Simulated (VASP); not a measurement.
# Cd2O3 (P-3m1) in VASP: further runs

Runs on Cd2O3. Level: r2SCAN. Tasks: single point, relaxation of cell and atoms.

Everything below comes from runs of VASP 6.6.1. Logs are shortened: lines on timing, memory, paths and dates and some standing lists are left out, and cuts for length are marked.

### 1 The cell of the first run

It takes space group P-3m1 (No. 164, trigonal). Conventional cell: a = 3.710 Å, b = 3.710 Å, c = 5.772 Å, α = 90.00°, β = 90.00°, γ = 120.00°. Cd (site symmetry 3m) has 7 O at 2.23 to 2.57 Å within 3.0 Å. O (site symmetry -3m) has 6 Cd at 2.57 Å and 6 O at 2.96 Å within 3.4 Å. Within 3.0 Å of O (site symmetry 3m) lie 4 Cd at 2.23 to 2.31 Å and 6 O at 2.72 to 2.96 Å.

### 2 Single point, r2SCAN

File POSCAR:

```
Cd2O3
1.0
    3.7098359212      0.0000000000      0.0000000000
   -1.8549179606      3.2128121517      0.0000000000
    0.0000000000      0.0000000000      5.7719020805
Cd O
2 3
Direct
    0.3333333333      0.6666666667      0.2450000000
    0.6666666667      0.3333333333      0.7550000000
    0.0000000000      0.0000000000      0.0000000000
    0.3333333333      0.6666666667      0.6450000000
    0.6666666667      0.3333333333      0.3550000000
```

File INCAR.step1:

```
SYSTEM = Cd2O3
ALGO     = Normal         ! electronic algorithm
EDIFF    = 1E-5           ! SCF threshold, eV
ENCUT    = 660            ! plane-wave cutoff, eV
GGA      = PE             ! functional
GGA_COMPAT= .False.      
ISMEAR   = 0              ! smearing method
LASPH    = .True.         ! aspherical terms in the spheres
LCHARG   = .False.        ! write CHGCAR
LREAL    = .False.        ! projectors in reciprocal space
LWAVE    = .True.         ! write WAVECAR
NBANDS   = 37             ! bands
NELM     = 120            ! most SCF steps
PREC     = Accurate       ! precision mode
SIGMA    = 0.1            ! smearing width, eV
```

File INCAR.step2:

```
SYSTEM = Cd2O3
ALGO     = Normal         ! electronic algorithm
EDIFF    = 1E-6           ! SCF threshold, eV
ENCUT    = 660            ! plane-wave cutoff, eV
GGA_COMPAT= .False.      
ISIF     = 2              ! what is computed and relaxed
ISMEAR   = 0              ! smearing method
ISTART   = 1            
LASPH    = .True.         ! aspherical terms in the spheres
LCHARG   = .True.         ! write CHGCAR
LELF     = .True.         ! ELF
LMIXTAU  = .True.       
LREAL    = .False.        ! projectors in reciprocal space
LVHAR    = .True.       
LWAVE    = .False.        ! write WAVECAR
METAGGA  = R2SCAN         ! meta-GGA
NBANDS   = 37             ! bands
NELM     = 120            ! most SCF steps
PREC     = Accurate       ! precision mode
SIGMA    = 0.1            ! smearing width, eV
```

File KPOINTS:

```
k-points
0
Gamma
  6 6 4
  0 0 0
```

Potentials or basis: VASP PAW PBE potentials, release 64 (Cd_sv_GW, O).

On the command line:

```
cat potpaw_PBE.64/Cd_sv_GW/POTCAR potpaw_PBE.64/O/POTCAR > POTCAR
cp INCAR.step1 INCAR
mpirun -np 1 vasp_std > vasp.out
cp INCAR.step2 INCAR
mpirun -np 1 vasp_std > vasp.out
```

OUTCAR:

```text
SYSTEM = Cd2O3
   EDIFF = 1E-6
   ENCUT = 660
   ISIF = 2
   ISMEAR = 0
   ISTART = 1
   LASPH = .True.
   LREAL = .False.
   METAGGA = R2SCAN
   NELM = 120
   PREC = Accurate

 ion  position               nearest neighbor table
   1  0.333  0.667  0.245-   5 2.23   5 2.23   5 2.23   4 2.31
   2  0.667  0.333  0.755-   4 2.23   4 2.23   4 2.23   5 2.31
   3  0.000  0.000  0.000-
   4  0.333  0.667  0.645-   2 2.23   2 2.23   2 2.23   1 2.31
   5  0.667  0.333  0.355-   1 2.23   1 2.23   1 2.23   2 2.31

  LATTYP: Found a hexagonal cell.
 ALAT       =     3.7098359212
 C/A-ratio  =     1.5558375635

  Lattice vectors:

 A1 = (   3.7098359212,   0.0000000000,   0.0000000000)
 A2 = (  -1.8549179606,   3.2128121517,   0.0000000000)
 A3 = (   0.0000000000,   0.0000000000,   5.7719020805)

Analysis of symmetry for initial positions (statically):
=====================================================================
 Subroutine PRICEL returns:
 Original cell was already a primitive cell.

 Routine SETGRP: Setting up the symmetry group for a
 hexagonal supercell.

 Subroutine GETGRP returns: Found 12 space group operations
 (whereof 12 operations were pure point group operations)
 out of a pool of 24 trial point group operations.

The static configuration has the point symmetry D_3d.

Analysis of symmetry for dynamics (positions and initial velocities):
=====================================================================
 Subroutine PRICEL returns:
 Original cell was already a primitive cell.

 Routine SETGRP: Setting up the symmetry group for a
 hexagonal supercell.

 Subroutine GETGRP returns: Found 12 space group operations
 (whereof 12 operations were pure point group operations)
 out of a pool of 24 trial point group operations.

The dynamic configuration has the point symmetry D_3d.

 Subroutine INISYM returns: Found 12 space group operations
 (whereof 12 operations are pure point group operations),
 and found     1 'primitive' translations

----------------------------------------------------------------------------------------

                                     Primitive cell

  volume of cell :      68.7953

  direct lattice vectors                    reciprocal lattice vectors
     3.709835921  0.000000000  0.000000000     0.269553700  0.155626901  0.000000000
    -1.854917961  3.212812152  0.000000000     0.000000000  0.311253803  0.000000000
     0.000000000  0.000000000  5.771902081     0.000000000  0.000000000  0.173253112

  length of vectors
     3.709835921  3.709835921  5.771902081     0.311253803  0.311253803  0.173253112

  position of ions in fractional coordinates (direct lattice)
     0.333333333  0.666666667  0.245000000
     0.666666667  0.333333333  0.755000000
     0.000000000  0.000000000  0.000000000
     0.333333333  0.666666667  0.645000000
     0.666666667  0.333333333  0.355000000

  ion indices of the primitive-cell ions
   primitive index   ion index
                 1           1
                 2           2
                 3           3
                 4           4
                 5           5

----------------------------------------------------------------------------------------

 KPOINTS: k-points

Automatic generation of k-mesh.
 Grid dimensions read from file:
 generate k-points for:    6    6    4

 Generating k-lattice:

  Cartesian coordinates                     Fractional coordinates (reciprocal lattice)
     0.044925617  0.025937817  0.000000000     0.166666667 -0.000000000  0.000000000
     0.000000000  0.051875634  0.000000000     0.000000000  0.166666667  0.000000000
     0.000000000  0.000000000  0.043313278     0.000000000  0.000000000  0.250000000

  Length of vectors
     0.051875634  0.051875634  0.043313278

  Shift w.r.t. Gamma in fractional coordinates (k-lattice)
     0.000000000  0.000000000  0.000000000

 Subroutine IBZKPT returns following result:
 ===========================================

 Found     24 irreducible k-points:

 Following reciprocal coordinates:
            Coordinates               Weight
  0.000000  0.000000  0.000000      1.000000
  0.166667  0.000000  0.000000      6.000000
  0.333333  0.000000  0.000000      6.000000
  0.500000  0.000000  0.000000      3.000000
  0.166667  0.166667  0.000000      6.000000
  0.333333  0.166667  0.000000     12.000000
[... 16 lines left out ...]
  0.333333  0.166667  0.500000     12.000000
  0.333333  0.333333  0.500000      2.000000
   k-points           NKPTS =     24   k-points in BZ     NKDIM =     24   number of bands    NBANDS=     37
   number of dos      NEDOS =    301   number of ions     NIONS =      5
   total plane-waves  NPLWV =  49152
   dimension x,y,z NGX =    32 NGY =   32 NGZ =   48
   dimension x,y,z NGXF=    64 NGYF=   64 NGZF=   96
   ions per type =               2   3
   NGX,Y,Z   is equivalent  to a cutoff of  14.34, 14.34, 13.83 a.u.
   NGXF,Y,Z  is equivalent  to a cutoff of  28.68, 28.68, 27.65 a.u.
 SYSTEM =  Cd2O3
   PREC   = accura    normal or accurate (medium, high low for compatibility)
   ISTART =      1    job   : 0-new  1-cont  2-samecut
   ICHARG =      0    charge: 1-file 2-atom 10-const
   ISPIN  =      1    spin polarized calculation?
   LNONCOLLINEAR =      F non collinear calculations
   LSORBIT =      F    spin-orbit coupling
   LASPH  =      T    aspherical Exc in radial PAW
   ENCUT  =  660.0 eV  48.51 Ry    6.96 a.u.   7.77  7.77 12.09*2*pi/ulx,y,z
   NELM   =    120;   NELMIN=  2; NELMDL=  0     # of ELM steps
   EDIFF  = 0.1E-05   stopping-criterion for ELM
   LREAL  =      F    real-space projection
   EDIFFG = 0.1E-04   stopping-criterion for IOM
   NSW    =      0    number of steps for IOM
   IBRION =     -1    ionic relax: 0-MD 1-quasi-New 2-CG
   NFREE  =      0    steps in history (QN), initial steepest desc. (CG)
   ISIF   =      2    stress and relaxation
   ISYM   =      2    0-nonsym 1-usesym 2-fastsym
   POTIM  = 0.5000    time-step for ionic-motion
   TEBEG  =    0.0;   TEEND  =   0.0 temperature during run
   PSTRESS=    0.0 pullay stress
   NELECT =      58.0000    total number of electrons
   NUPDOWN=      -1.0000    fix difference up-down
   EMIN   =  10.00;   EMAX   =-10.00  energy-range for DOS
   EFERMI =   0.00;   METHOD = LEGACY
   ISMEAR =     0;   SIGMA  =   0.10  broadening in eV -4-tet -1-fermi 0-gaus
   EFERMI_NEDOS =   21; number of points for ismear=-14 and -15
   IALGO  =     38    algorithm
   IMIX   =      4    mixing-type and parameters
     AMIX     =   0.40;   BMIX     =  1.00
     AMIX_MAG =   1.60;   BMIX_MAG =  1.00
  volume/ion in A,a.u.               =      13.76        92.85
  Fermi-wavevector in a.u.,A,eV,Ry     =   1.546552  2.922559 32.542725  2.391823
  Thomas-Fermi vector in A             =   2.651772
   LORBIT       =      0    0 simple, 1 ext, 2 COOP (PROOUT), +10 PAW based schemes
   METAGGA = R2SCAN    functional components
   LHFCALC =     F    Hartree Fock is set to
   AEXX    =    0.0000 exact exchange contribution
   IVDW    =     0    specifies the selected vdW correction
   LEPSILON=     F    determine dielectric tensor
   LRPA    =     F    only Hartree local field effects (RPA)
 non-spin polarized calculation
 Gauss-broadening in eV      SIGMA  =   0.10
  energy-cutoff  :      660.00
  volume of cell :       68.80
 maximum number of plane-waves:      2664
 NGX is ok and might be reduce to    32
   NGX = 15   NGY = 15   NGZ = 25

 number of electron      58.0000019 magnetization

 Free energy of the ion-electron system (eV)
  ---------------------------------------------------
  ext. energy  EPLUGINS =         0.00000000
  ---------------------------------------------------
  free energy    TOTEN  =       -60.62362433 eV

  energy without entropy =      -60.56234323  energy(sigma->0) =      -60.59298378

 E-fermi :   2.2744     XC(G=0): -11.6103

 val. band max:        2.2729274050   @ k =   0.1667   0.0000   0.0000
 cond. band min:       2.2786344068   @ k =   0.1667   0.0000   0.2500
 fundamental gap:      0.0057070018
 Fermi energy:         2.2744226096

 k-point     1 :       0.0000    0.0000    0.0000
  band No.  band energies     occupation
      1    -100.5447      2.00000
      2    -100.5445      2.00000
      3     -60.7508      2.00000
      4     -60.7457      2.00000
      5     -60.6958      2.00000
      6     -60.6958      2.00000
[... 29 lines left out ...]
     36      15.6687      0.00000
     37      15.6687      0.00000

 k-point     2 :       0.1667    0.0000    0.0000
  band No.  band energies     occupation
      1    -100.5447      2.00000
      2    -100.5445      2.00000
      3     -60.7504      2.00000
      4     -60.7459      2.00000
      5     -60.6964      2.00000
      6     -60.6960      2.00000
[... 29 lines left out ...]
     36      15.3207      0.00000
     37      15.8755      0.00000

 k-point     3 :       0.3333    0.0000    0.0000
  band No.  band energies     occupation
      1    -100.5446      2.00000
      2    -100.5445      2.00000
      3     -60.7495      2.00000
      4     -60.7465      2.00000
      5     -60.6977      2.00000
      6     -60.6969      2.00000
[... 29 lines left out ...]
     36      15.8739      0.00000
     37      16.0432      0.00000

 k-point     4 :       0.5000    0.0000    0.0000
  band No.  band energies     occupation
      1    -100.5446      2.00000
      2    -100.5445      2.00000
      3     -60.7488      2.00000
      4     -60.7471      2.00000
      5     -60.6983      2.00000
      6     -60.6977      2.00000
[... 29 lines left out ...]
     36      14.6532      0.00000
     37      16.3857      0.00000
[... 683 lines left out ...]
      1    -100.5446      2.00000
      2    -100.5445      2.00000
      3     -60.7482      2.00000
      4     -60.7480      2.00000
      5     -60.6969      2.00000
      6     -60.6968      2.00000
[... 29 lines left out ...]
     36      14.7059      0.00000
     37      15.0621      0.00000

 k-point    23 :       0.3333    0.1667    0.5000
  band No.  band energies     occupation
      1    -100.5445      2.00000
      2    -100.5445      2.00000
      3     -60.7481      2.00000
      4     -60.7479      2.00000
      5     -60.6977      2.00000
      6     -60.6976      2.00000
[... 29 lines left out ...]
     36      13.8394      0.00000
     37      15.8114      0.00000

 k-point    24 :       0.3333    0.3333    0.5000
  band No.  band energies     occupation
      1    -100.5445      2.00000
      2    -100.5445      2.00000
      3     -60.7480      2.00000
      4     -60.7480      2.00000
      5     -60.6974      2.00000
      6     -60.6974      2.00000
[... 29 lines left out ...]
     36      12.7118      0.00000
     37      16.9607      0.00000

------------------------ aborting loop because EDIFF is reached ----------------------------------------

  FORCE on cell =-STRESS in cart. coord.  units (eV):
  Direction    XX          YY          ZZ          XY          YZ          ZX
  --------------------------------------------------------------------------------------
  -------------------------------------------------------------------------------------
  Total       -3.3717750     -3.3717750     -2.1936983      0.0000000      0.0000000      0.0000000
  in kB      -78.5254033    -78.5254033    -51.0891283      0.0000000      0.0000000      0.0000000
  external PRESSURE =     -69.3799783 kB  Pullay stress =       0.0000000 kB

 VOLUME and BASIS-vectors are now :
 -----------------------------------------------------------------------------
  energy-cutoff  :      660.00
  volume of cell :       68.80
      direct lattice vectors                 reciprocal lattice vectors
     3.709835921  0.000000000  0.000000000     0.269553700  0.155626901  0.000000000
    -1.854917961  3.212812152  0.000000000     0.000000000  0.311253803  0.000000000
     0.000000000  0.000000000  5.771902081     0.000000000  0.000000000  0.173253112

 POSITION                                       TOTAL-FORCE (eV/Angst)
 -----------------------------------------------------------------------------------
     -0.00000      2.14187      1.41412        -0.000000      0.000000     -0.278964
      1.85492      1.07094      4.35779         0.000000      0.000000      0.278964
      0.00000      0.00000      0.00000         0.000000      0.000000      0.000000
     -0.00000      2.14187      3.72288        -0.000000      0.000000      0.394235
      1.85492      1.07094      2.04903         0.000000     -0.000000     -0.394235
 -----------------------------------------------------------------------------------
    total drift:                               -0.000000      0.000000      0.000000

  FREE ENERGIE OF THE ION-ELECTRON SYSTEM (eV)
  ---------------------------------------------------
  free  energy   TOTEN  =       -60.6236243318 eV

  energy  without entropy=      -60.5623432344  energy(sigma->0) =      -60.59298378
```

Run time: 5.5 min. Hardware: 1 thread of Intel Xeon Platinum 8259CL at 2.50GHz (Skylake/Cascade Lake), shared host; peak memory 0.28 GiB.

What came out:

```
Free energy            : -60.6236 eV
Pressure               : -6.9 GPa
Largest force          : 0.394 eV/Å
Band gap on the k mesh : zero (bands 29 and 30 overlap by 0.24 eV)
```

Forces in eV/Å, atoms in the order of the input:
```
Cd   0.000  0.000 -0.279
Cd   0.000  0.000  0.279
O    0.000  0.000  0.000
O    0.000  0.000  0.394
O    0.000  0.000 -0.394
```

Stress tensor (GPa, compression positive):
```
-7.85  0.00  0.00
 0.00 -7.85  0.00
 0.00  0.00 -5.11
```

Levels at points of the mesh, in eV from the Fermi level:
```tsv
k point	band 25	band 26	band 27	band 28	band 29	band 30	band 31	band 32	band 33	band 34
(0.00, 0.00, 0.00)	-0.83	-0.76	-0.76	-0.30	-0.04	-0.04	2.22	7.23	7.91	12.68
(0.50, 0.00, 0.00)	-2.56	-1.05	-0.75	-0.64	-0.13	0.15	6.13	7.00	8.50	11.36
(0.00, 0.00, 0.50)	-1.21	-1.16	-0.29	-0.29	-0.14	-0.14	4.02	5.24	8.85	11.56
(0.50, 0.00, 0.50)	-1.82	-1.67	-1.24	-0.27	0.10	0.12	6.27	7.24	8.39	9.56
```

Caveat: the cell stands under tension; semilocal functionals underestimate gaps, so a narrow gap can read as zero; the PAW data sets were made with another functional, which shifts forces and pressure a little.

### 3 Relaxation of cell and atoms, r2SCAN

POSCAR is that of step 2.

File INCAR.step1:

```
PREC = Accurate
ENCUT = 660
ISMEAR = 0
SIGMA = 0.1
LREAL = F
LASPH = T
NELM = 120
GGA = PE
ALGO = Normal
EDIFF = 1E-5
LWAVE = T
LCHARG = F
GGA_COMPAT = F
IBRION = 2
ISIF = 3
EDIFFG = -0.005
NELMIN = 4
NSW = 100
```

File INCAR.step2:

```
PREC = Accurate
ENCUT = 660
EDIFF = 1E-7
ISMEAR = 0
SIGMA = 0.1
LREAL = F
LASPH = T
NELM = 120
ALGO = Normal
ISIF = 3
LWAVE = F
LCHARG = F
METAGGA = R2SCAN
LMIXTAU = T
IBRION = 2
NSW = 90
EDIFFG = -0.04
ISTART = 1
GGA_COMPAT = F
NELMIN = 4
```

File KPOINTS:

```
regular mesh
0
Gamma
  6 6 4
```

Potentials or basis: VASP PAW PBE potentials, release 64 (Cd_sv_GW, O).

On the command line:

```
cat potpaw_PBE.64/Cd_sv_GW/POTCAR potpaw_PBE.64/O/POTCAR > POTCAR
cp INCAR.step1 INCAR
mpirun -np 1 vasp_std > vasp.out
cp INCAR.step2 INCAR
mpirun -np 1 vasp_std > vasp.out
```

Run time: 41 min. Hardware: 1 thread of Intel Xeon 6975P-C (Granite Rapids), shared host; peak memory 0.31 GiB.

It converged, with:

| Item | Value |
| --- | --- |
| Free energy | -60.8198 eV |
| Relaxed volume | 12.68 Å³/atom |
| Relaxed cell | a = 3.521 Å, b = 3.521 Å, c = 5.905 Å, α = 90.00°, β = 90.00°, γ = 120.00° |
| Space group after relaxing (to 0.1 Å) | P-3m1 (No. 164) |
| Energy gained by relaxing | 39.2 meV/atom |
| Ionic steps | 13 |
| Pressure after relaxing | 0.3 GPa |
| Largest force after relaxing | 0.026 eV/Å |
| Band gap on the k mesh | zero (bands 29 and 30 overlap by 0.38 eV) |

Forces in eV/Å, atoms in the order of the input:
```
Cd   0.000  0.000 -0.026
Cd   0.000  0.000  0.026
O    0.000  0.000  0.000
O    0.000  0.000  0.011
O    0.000  0.000 -0.011
```

Stress tensor (GPa, compression positive):
```
0.25 0.00 0.00
0.00 0.25 0.00
0.00 0.00 0.35
```

The path:
```tsv
step	energy change (eV)	largest force (eV/Å)	pressure (GPa)	volume (Å³)
1	0.0000	0.3943	-6.92	68.80
2	-0.1199	0.6941	2.69	63.05
3	-0.1250	0.6215	0.87	63.94
4	-0.1619	0.3877	0.60	63.67
5	-0.1849	0.1022	0.74	63.15
6	-0.1852	0.0878	0.69	63.20
7	-0.1870	0.0471	-0.65	63.85
8	-0.1871	0.0549	-0.40	63.73
9	-0.1894	0.0439	-0.36	63.71
10	-0.1942	0.0518	-0.22	63.67
11	-0.1901	0.1358	0.14	63.52
12	-0.1953	0.0725	-0.14	63.63
13	-0.1961	0.0260	0.28	63.39
```

Final structure:
```cif
data_structure
_symmetry_space_group_name_H-M 'P 1'
_symmetry_Int_Tables_number 1
_cell_length_a 3.5206
_cell_length_b 3.5206
_cell_length_c 5.9050
_cell_angle_alpha 90.000
_cell_angle_beta 90.000
_cell_angle_gamma 120.000
_cell_volume 63.39
loop_
_atom_site_label
_atom_site_type_symbol
_atom_site_fract_x
_atom_site_fract_y
_atom_site_fract_z
_atom_site_occupancy
Cd1 Cd 0.33333 0.66667 0.22534 1
Cd2 Cd 0.66667 0.33333 0.77466 1
O1 O 0.00000 0.00000 0.00000 1
O2 O 0.33333 0.66667 0.64756 1
O3 O 0.66667 0.33333 0.35244 1
```

Levels at points of the mesh, in eV from the Fermi level:
| k point | band 26 | band 27 | band 28 | band 29 | band 30 | band 31 | band 32 | band 33 |
| --- | --- | --- | --- | --- | --- | --- | --- | --- |
| (0.00, 0.00, 0.00) | -0.56 | -0.56 | -0.30 | 0.21 | 0.21 | 2.60 | 7.58 | 7.79 |
| (0.50, 0.00, 0.00) | -1.05 | -0.77 | -0.68 | -0.09 | -0.06 | 6.59 | 7.79 | 8.98 |
| (0.00, 0.00, 0.50) | -1.20 | -0.08 | -0.08 | -0.01 | -0.01 | 4.16 | 5.71 | 8.36 |
| (0.50, 0.00, 0.50) | -1.65 | -1.52 | -0.48 | 0.12 | 0.27 | 6.73 | 7.88 | 8.64 |

Caveat: semilocal functionals underestimate gaps, so a narrow gap can read as zero; the PAW data sets were made with another functional, which shifts forces and pressure a little.
